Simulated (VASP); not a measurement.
Crystal: HgTe.

```
Hg Te
1.0
    -3.10534    3.10534    1.58999
     3.10534   -3.10534    1.58999
     3.10534    3.10534   -1.58999
Hg Te
1 1
Direct
  0.75000 0.25000 0.50000
  0.00000 0.00000 0.00000
```

This cell differs from its parent crystal: volume scaled by 1.06.

Base run:

```yaml
Program: VASP 6.6.1
Functional: PBEsol
Potentials_or_basis: VASP PAW PBE potentials, release 64 (Hg, Te)
Cutoff: 520 eV
k_mesh: 10 × 10 × 10
Occupations: fermi-dirac, width 0.05 eV
Spin: no spin polarisation
```

Its results: band gap on the k mesh zero (band 9 reaches 4.96 eV, above the bottom of band 10 at 1.88 eV); pressure -5.0 GPa.

Question: The run is repeated on the same cell with these changes: functional from PBEsol to LDA; potentials or basis from VASP PAW PBE potentials, release 64 (Hg, Te) to VASP PAW LDA potentials, release 64 (Hg, Te). What comes out?

Answer: Band gap on the k mesh zero (band 9 reaches 4.91 eV, above the bottom of band 10 at 1.84 eV); pressure -6.3 GPa.

Caveats: spin-orbit coupling is left out, which moves the levels of the heavy elements; the PAW data sets were made with another functional, which shifts forces and pressure a little (some runs).
